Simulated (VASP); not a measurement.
# LiF (P6_3mc) in VASP: notebook, part 2 of 2

VASP 6.6.1. The steps go on from the part before.

**5. Single point, r2SCAN**

This run uses another cell than the first one, of 9.83 Å³/atom.

The input, POSCAR:

```
LiF
1.0
    3.0810519480      0.0000000000      0.0000000000
   -1.5405259740      2.6682692574      0.0000000000
    0.0000000000      0.0000000000      4.7852337859
Li F
2 2
Direct
    0.3333333333      0.6666666667      0.3824388605
    0.6666666667      0.3333333333      0.8824388605
    0.3333333333      0.6666666667      0.9925591395
    0.6666666667      0.3333333333      0.4925591395
```

The input, INCAR.step1:

```
ALGO = Normal
EDIFF = 1E-4
ENCUT = 520
GGA = PE
ISMEAR = 0
LASPH = T
LCHARG = F
LREAL = F
LWAVE = T
NBANDS = 18
NELM = 60
PREC = Accurate
SIGMA = 0.01
```

The input, INCAR.step2:

```
ALGO = Normal
EDIFF = 1E-6
ENCUT = 520
ISIF = 2
ISMEAR = 0
ISTART = 1
LASPH = T
LCHARG = F
LMIXTAU = T
LREAL = F
LWAVE = F
METAGGA = R2SCAN
NBANDS = 18
NELM = 60
PREC = Accurate
SIGMA = 0.01
```

The input, KPOINTS:

```
k-points
0
Gamma
  9 9 4
```

Potentials or basis: VASP PAW PBE potentials, release 64 (Li_sv, F).

Command:

```bash
> cat potpaw_PBE.64/Li_sv/POTCAR potpaw_PBE.64/F/POTCAR > POTCAR
> cp INCAR.step1 INCAR
> mpirun -np 1 vasp_std > vasp.out
> cp INCAR.step2 INCAR
> mpirun -np 1 vasp_std > vasp.out
```

OUTCAR:

```text
EDIFF = 1E-6
   ENCUT = 520
   ISIF = 2
   ISMEAR = 0
   ISTART = 1
   LASPH = T
   LREAL = F
   METAGGA = R2SCAN
   NELM = 60
   PREC = Accurate

 ion  position               nearest neighbor table
   1  0.333  0.667  0.382-   4 1.86   4 1.86   4 1.86   3 1.87
   2  0.667  0.333  0.882-   3 1.86   3 1.86   3 1.86   4 1.87
   3  0.333  0.667  0.993-   2 1.86   2 1.86   2 1.86   1 1.87
   4  0.667  0.333  0.493-   1 1.86   1 1.86   1 1.86   2 1.87

[... 705 lines left out ...]

  FORCE on cell =-STRESS in cart. coord.  units (eV):
  Direction    XX          YY          ZZ          XY          YZ          ZX
  --------------------------------------------------------------------------------------
  -------------------------------------------------------------------------------------
  Total       -0.0758212     -0.0758212     -0.0674484      0.0000000      0.0000000      0.0000000
  in kB       -3.0879448     -3.0879448     -2.7469473      0.0000000      0.0000000      0.0000000
  external PRESSURE =      -2.9742790 kB  Pullay stress =       0.0000000 kB

 VOLUME and BASIS-vectors are now :
 -----------------------------------------------------------------------------
  energy-cutoff  :      520.00
  volume of cell :       39.34
      direct lattice vectors                 reciprocal lattice vectors
     3.081051948  0.000000000  0.000000000     0.324564472  0.187387386  0.000000000
    -1.540525974  2.668269257  0.000000000     0.000000000  0.374774771  0.000000000
     0.000000000  0.000000000  4.785233786     0.000000000  0.000000000  0.208976206

 POSITION                                       TOTAL-FORCE (eV/Angst)
 -----------------------------------------------------------------------------------
     -0.00000      1.77885      1.83006        -0.000000      0.000000      0.003189
      1.54053      0.88942      4.22268        -0.000000      0.000000      0.003189
     -0.00000      1.77885      4.74963        -0.000000      0.000000     -0.003189
      1.54053      0.88942      2.35701         0.000000     -0.000000     -0.003189
 -----------------------------------------------------------------------------------
    total drift:                                0.000001      0.000001      0.056732

  FREE ENERGIE OF THE ION-ELECTRON SYSTEM (eV)
  ---------------------------------------------------
  free  energy   TOTEN  =       -23.6587492146 eV

  energy  without entropy=      -23.6587492146  energy(sigma->0) =      -23.65874921
```

OUTCAR.step1:

```text
EDIFF = 1E-4
   ENCUT = 520
   GGA = PE
   ISMEAR = 0
[... 736 lines left out ...]
     -0.00000      1.77885      1.83006         0.000000     -0.000000      0.002663
      1.54053      0.88942      4.22268        -0.000000      0.000000      0.002663
     -0.00000      1.77885      4.74963         0.000000     -0.000000     -0.002663
      1.54053      0.88942      2.35701        -0.000000      0.000000     -0.002663
 -----------------------------------------------------------------------------------
    total drift:                                0.000001      0.000001     -0.005531

  FREE ENERGIE OF THE ION-ELECTRON SYSTEM (eV)
  ---------------------------------------------------
  free  energy   TOTEN  =       -19.2782552734 eV

  energy  without entropy=      -19.2782552734  energy(sigma->0) =      -19.27825527
```

OSZICAR.step1:

```text
N       E                     dE             d eps       ncg     rms          rms(c)
DAV:   1     0.121627685552E+03    0.12163E+03   -0.10909E+04  1304   0.121E+03
DAV:   2    -0.101486775440E+02   -0.13178E+03   -0.12900E+03  1438   0.298E+02
DAV:   3    -0.206155437758E+02   -0.10467E+02   -0.10411E+02  2482   0.628E+01
DAV:   4    -0.206970261728E+02   -0.81482E-01   -0.81358E-01  1628   0.699E+00
DAV:   5    -0.206979879936E+02   -0.96182E-03   -0.96169E-03  1730   0.610E-01    0.736E+00
DAV:   6    -0.192126230395E+02    0.14854E+01   -0.40050E+00  1366   0.152E+01    0.225E+00
DAV:   7    -0.192401065460E+02   -0.27484E-01   -0.12163E-01  1476   0.244E+00    0.149E+00
DAV:   8    -0.192784980886E+02   -0.38392E-01   -0.60109E-02  1458   0.235E+00    0.372E-01
DAV:   9    -0.192772652687E+02    0.12328E-02   -0.60822E-03  1806   0.669E-01    0.982E-02
DAV:  10    -0.192782711804E+02   -0.10059E-02   -0.14619E-03  1406   0.259E-01    0.512E-02
DAV:  11    -0.192782552734E+02    0.15907E-04   -0.56179E-05  1338   0.697E-02
   1 F= -.19278255E+02 E0= -.19278255E+02  d E =-.244604E-25
```

It took 52 s on 1 thread of Intel Xeon Platinum 8488C (Sapphire Rapids), shared host; peak memory 0.16 GiB.

Results:

| Property | Result |
| --- | --- |
| Free energy | -23.6587 eV |
| Largest force | 0.003 eV/Å |
| Band gap on the k mesh | 8.68 eV |

Forces on the atoms (eV/Å):
```
Li   0.000  0.000  0.003
Li   0.000  0.000  0.003
F    0.000  0.000 -0.003
F    0.000  0.000 -0.003
```

Caveat: the cutoff is under 1.25 times the usual one of these potentials, so pressure, stress and relaxed cells hold a basis-set (Pulay) error; the PAW data sets were made with another functional, which shifts forces and pressure a little; an odd mesh through Γ misses points on the zone boundary, where band edges can lie.

**6. Summary**

| level | cell | gap on the mesh (eV) | largest force (eV/Å) |
| --- | --- | --- | --- |
| PBE | a = 3.186, b = 3.186, c = 5.000 Å, angles 90.0, 90.0, 120.0°, 4 atoms, atomic positions A | 7.30 | 0.01 |
| r2SCAN | a = 3.018, b = 3.018, c = 4.688 Å, angles 90.0, 90.0, 120.0°, 4 atoms, atomic positions B | 8.99 | 0.02 |
| r2SCAN | a = 3.050, b = 3.050, c = 4.737 Å, angles 90.0, 90.0, 120.0°, 4 atoms, atomic positions B | 8.84 | 0.01 |
| r2SCAN | a = 3.081, b = 3.081, c = 4.785 Å, angles 90.0, 90.0, 120.0°, 4 atoms, atomic positions B | 8.68 | - |

Alike in all rows: task single point; potentials or basis VASP PAW PBE potentials, release 64 (Li_sv, F); no spin polarisation; k mesh 9 × 9 × 4; cutoff (eV) 520; smearing gaussian 0.01 eV.

Caveats: the cutoff is under 1.25 times the usual one of these potentials, so pressure, stress and relaxed cells hold a basis-set (Pulay) error; an odd mesh through Γ misses points on the zone boundary, where band edges can lie; the PAW data sets were made with another functional, which shifts forces and pressure a little (at least some runs).

Absolute energies hang on the potentials; compare differences alone.
